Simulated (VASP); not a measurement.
# Hf (Im-3m) in VASP: notebook

Hf is run at these levels: PBE; tasks: single point, relaxation of cell and atoms.

Everything below comes from runs of VASP 6.6.1. Logs are shortened: lines on timing, memory, paths and dates and some standing lists are left out, and cuts for length are marked.

## 1. The cell of the first run

It takes space group Im-3m (No. 229, cubic). The conventional cell has a = 3.545 Å, b = 3.545 Å, c = 3.545 Å, α = 90.00°, β = 90.00°, γ = 90.00°. Within 4.0 Å of Hf (site symmetry m-3m) lie 14 Hf at 3.07 to 3.55 Å.

This isn't the form of Hf at room conditions, which is hcp.

## 2. Single point, PBE

The input, INCAR:

```
PREC = Accurate ; ENCUT = 520
EDIFF = 1E-6 ; ISMEAR = -1
SIGMA = 0.05 ; LREAL = False
LASPH = True ; NELM = 80
ALGO = Normal ; ISIF = 2
LWAVE = False ; LCHARG = True
GGA = PE ; LELF = True
LVHAR = True ; NBANDS = 11
```

The input, KPOINTS:

```
regular mesh
0
Gamma
  16 16 16
```

The input, POSCAR:

```
Hf
1.0
   -1.7726572724      1.7726572724      1.7726572724
    1.7726572724     -1.7726572724      1.7726572724
    1.7726572724      1.7726572724     -1.7726572724
Hf
1
Direct
    0.0000000000      0.0000000000      0.0000000000
```

Potentials or basis: VASP PAW PBE potentials, release 64 (Hf_pv).

Command:

```sh
$ cat potpaw_PBE.64/Hf_pv/POTCAR > POTCAR
$ mpirun -np 1 vasp_std > vasp.out
```

OUTCAR:

```text
PREC = Accurate
   ENCUT = 520
   EDIFF = 1E-6
   ISMEAR = -1
   LREAL = False
   LASPH = True
   NELM = 80
   ISIF = 2
   GGA = PE

 ion  position               nearest neighbor table
   1  0.000  0.000  0.000-

  LATTYP: Found a body centered cubic cell.
 ALAT       =     3.5453145448

  Lattice vectors:

 A1 = (  -1.7726572724,   1.7726572724,   1.7726572724)
 A2 = (   1.7726572724,  -1.7726572724,   1.7726572724)
 A3 = (   1.7726572724,   1.7726572724,  -1.7726572724)

Analysis of symmetry for initial positions (statically):
=====================================================================
 Subroutine PRICEL returns:
 Original cell was already a primitive cell.

 Routine SETGRP: Setting up the symmetry group for a
 body centered cubic supercell.

 Subroutine GETGRP returns: Found 48 space group operations
 (whereof 48 operations were pure point group operations)
 out of a pool of 48 trial point group operations.

The static configuration has the point symmetry O_h .

Analysis of symmetry for dynamics (positions and initial velocities):
=====================================================================
 Subroutine PRICEL returns:
 Original cell was already a primitive cell.

 Routine SETGRP: Setting up the symmetry group for a
 body centered cubic supercell.

 Subroutine GETGRP returns: Found 48 space group operations
 (whereof 48 operations were pure point group operations)
 out of a pool of 48 trial point group operations.

The dynamic configuration has the point symmetry O_h .

 Subroutine INISYM returns: Found 48 space group operations
 (whereof 48 operations are pure point group operations),
 and found     1 'primitive' translations

----------------------------------------------------------------------------------------

                                     Primitive cell

  volume of cell :      22.2810

  direct lattice vectors                    reciprocal lattice vectors
    -1.772657272  1.772657272  1.772657272     0.000000000  0.282062420  0.282062420
     1.772657272 -1.772657272  1.772657272     0.282062420  0.000000000  0.282062420
     1.772657272  1.772657272 -1.772657272     0.282062420  0.282062420  0.000000000

  length of vectors
[... 81 lines left out ...]
   LREAL  =      F    real-space projection
   EDIFFG = 0.1E-04   stopping-criterion for IOM
   NSW    =      0    number of steps for IOM
   IBRION =     -1    ionic relax: 0-MD 1-quasi-New 2-CG
   NFREE  =      0    steps in history (QN), initial steepest desc. (CG)
   ISIF   =      2    stress and relaxation
   ISYM   =      2    0-nonsym 1-usesym 2-fastsym
   POTIM  = 0.5000    time-step for ionic-motion
   TEBEG  =    0.0;   TEEND  =   0.0 temperature during run
   PSTRESS=    0.0 pullay stress
   NELECT =      10.0000    total number of electrons
   NUPDOWN=      -1.0000    fix difference up-down
   EMIN   =  10.00;   EMAX   =-10.00  energy-range for DOS
   EFERMI =   0.00;   METHOD = LEGACY
   ISMEAR =    -1;   SIGMA  =   0.05  broadening in eV -4-tet -1-fermi 0-gaus
   EFERMI_NEDOS =   21; number of points for ismear=-14 and -15
   IALGO  =     38    algorithm
   IMIX   =      4    mixing-type and parameters
     AMIX     =   0.40;   BMIX     =  1.00
     AMIX_MAG =   1.60;   BMIX_MAG =  1.00
  volume/ion in A,a.u.               =      22.28       150.36
  Fermi-wavevector in a.u.,A,eV,Ry     =   1.253420  2.368621 21.375602  1.571062
  Thomas-Fermi vector in A             =   2.387274
   LORBIT       =      0    0 simple, 1 ext, 2 COOP (PROOUT), +10 PAW based schemes
   GGA     = PE    functional components
   LHFCALC =     F    Hartree Fock is set to
   AEXX    =    0.0000 exact exchange contribution
   IVDW    =     0    specifies the selected vdW correction
   LEPSILON=     F    determine dielectric tensor
   LRPA    =     F    only Hartree local field effects (RPA)
 non-spin polarized calculation
  energy-cutoff  :      520.00
  volume of cell :       22.28
 maximum number of plane-waves:       616
   NGX = 11   NGY = 11   NGZ = 11

 number of electron      10.0000001 magnetization

 Free energy of the ion-electron system (eV)
  ---------------------------------------------------
  ext. energy  EPLUGINS =         0.00000000
  ---------------------------------------------------
  free energy    TOTEN  =        -9.75186101 eV

  energy without entropy =       -9.73785078  energy(sigma->0) =       -9.74485590

 E-fermi :   4.5998     XC(G=0): -11.3015

 val. band max:        4.5877843478   @ k =   0.2500   0.2500   0.0000
 cond. band min:       4.6216418032   @ k =   0.3125   0.0000   0.0000
 fundamental gap:      0.0338574554
 Fermi energy:         4.5997589569

 k-point     1 :       0.0000    0.0000    0.0000
  band No.  band energies     occupation
      1     -25.2133      2.00000
      2     -25.2133      2.00000
      3     -25.2133      2.00000
      4      -2.4469      2.00000
      5       6.1369      0.00000
      6       6.1369      0.00000
      7       6.1369      0.00000
      8       8.9285      0.00000
      9       8.9285      0.00000
     10      17.9073      0.00000
     11      17.9073      0.00000
[... 309 lines left out ...]
 k-point    24 :       0.2500    0.1875    0.0000
  band No.  band energies     occupation
      1     -25.8644      2.00000
      2     -25.4821      2.00000
      3     -25.2840      2.00000
      4       1.4364      2.00000
      5       4.1439      1.99978
      6       4.6455      0.57162
      7       8.3454      0.00000
      8       9.6560      0.00000
      9      11.0866      0.00000
     10      15.6466      0.00000
     11      17.8943      0.00000

 [... further k-points ...]

------------------------ aborting loop because EDIFF is reached ----------------------------------------

  FORCE on cell =-STRESS in cart. coord.  units (eV):
  Direction    XX          YY          ZZ          XY          YZ          ZX
  --------------------------------------------------------------------------------------
  -------------------------------------------------------------------------------------
  Total       -0.0489771     -0.0489771     -0.0489771      0.0000000      0.0000000     -0.0000000
  in kB       -3.5218343     -3.5218343     -3.5218343      0.0000000      0.0000000     -0.0000000
  external PRESSURE =      -3.5218343 kB  Pullay stress =       0.0000000 kB

 VOLUME and BASIS-vectors are now :
 -----------------------------------------------------------------------------
  energy-cutoff  :      520.00
  volume of cell :       22.28
      direct lattice vectors                 reciprocal lattice vectors
    -1.772657272  1.772657272  1.772657272     0.000000000  0.282062420  0.282062420
     1.772657272 -1.772657272  1.772657272     0.282062420  0.000000000  0.282062420
     1.772657272  1.772657272 -1.772657272     0.282062420  0.282062420  0.000000000

 POSITION                                       TOTAL-FORCE (eV/Angst)
 -----------------------------------------------------------------------------------
      0.00000      0.00000      0.00000         0.000000      0.000000      0.000000
 -----------------------------------------------------------------------------------
    total drift:                                0.000000      0.000000     -0.000000

  FREE ENERGIE OF THE ION-ELECTRON SYSTEM (eV)
  ---------------------------------------------------
  free  energy   TOTEN  =        -9.7518610084 eV

  energy  without entropy=       -9.7378507818  energy(sigma->0) =       -9.74485590
```

stdout:

```text
POSCAR found type information on POSCAR Hf
 POSCAR found :  1 types and       1 ions
 scaLAPACK will be used
 LDA part: xc-table for (Slater+PW92), standard interpolation
 POSCAR, INCAR and KPOINTS ok, starting setup
 FFT: planning ... GRIDC
 FFT: planning ... GRID_SOFT
 FFT: planning ... GRID
 WAVECAR not read
 entering main loop
```

Run time: 39 s. Hardware: 1 thread of Intel Xeon 8259CL, shared host; peak memory 0.16 GiB.

Results:

- Free energy: -9.7519 eV
- Pressure: -0.4 GPa
- Band gap on the k mesh: zero (bands 5 and 6 overlap by 2.28 eV)

Levels at points of the mesh, in eV from the Fermi level:
| k point | band 1 | band 2 | band 3 | band 4 | band 5 | band 6 | band 7 | band 8 | band 9 | band 10 |
| --- | --- | --- | --- | --- | --- | --- | --- | --- | --- | --- |
| (0.00, 0.00, 0.00) | -29.81 | -29.81 | -29.81 | -7.05 | 1.54 | 1.54 | 1.54 | 4.33 | 4.33 | 13.31 |
| (0.50, 0.00, 0.00) | -30.64 | -30.08 | -29.82 | -3.38 | -0.49 | 1.08 | 4.16 | 5.17 | 7.65 | 10.24 |
| (0.50, 0.50, 0.50) | -30.39 | -30.39 | -30.39 | -2.58 | -2.58 | 6.81 | 6.81 | 6.81 | 7.26 | 7.26 |

Caveat: spin-orbit coupling is left out, which moves the levels of the heavy elements.

## 3. Single point, PBE

The input, INCAR:

```
SYSTEM = Hf
PREC = Accurate
ENCUT = 520
EDIFF = 1E-6
ISMEAR = -1
SIGMA = 0.05
LREAL = .FALSE.
LASPH = .TRUE.
NELM = 100
ALGO = Normal
ISIF = 2
LWAVE = .FALSE.
LCHARG = .FALSE.
GGA = PE
NBANDS = 11
```

The input, KPOINTS:

```
regular mesh
0
G
  16 16 16
  0 0 0
```

POSCAR is that of step 2.

Potentials or basis: VASP PAW PBE potentials, release 64 (Hf_pv).

Command:

```sh
$ cat potpaw_PBE.64/Hf_pv/POTCAR > POTCAR
$ mpirun -np 1 vasp_std > vasp.out
```

Run time: 37 s. Hardware: 1 thread of Intel Xeon 8259CL, shared host; peak memory 0.16 GiB.

Results (log left out):

```
Free energy            : -9.7519 eV
Pressure               : -0.4 GPa
Band gap on the k mesh : zero (bands 5 and 6 overlap by 2.28 eV)
```

Levels at points of the mesh, in eV from the Fermi level:
```csv
k point,band 1,band 2,band 3,band 4,band 5,band 6,band 7,band 8,band 9,band 10
"(0.00, 0.00, 0.00)",-29.81,-29.81,-29.81,-7.05,1.54,1.54,1.54,4.33,4.33,13.31
"(0.50, 0.00, 0.00)",-30.64,-30.08,-29.82,-3.38,-0.49,1.08,4.16,5.17,7.65,10.24
"(0.50, 0.50, 0.50)",-30.39,-30.39,-30.39,-2.58,-2.58,6.81,6.81,6.81,7.26,7.26
```

Caveat: spin-orbit coupling is left out, which moves the levels of the heavy elements.

(Continued in part 2 of 2.)
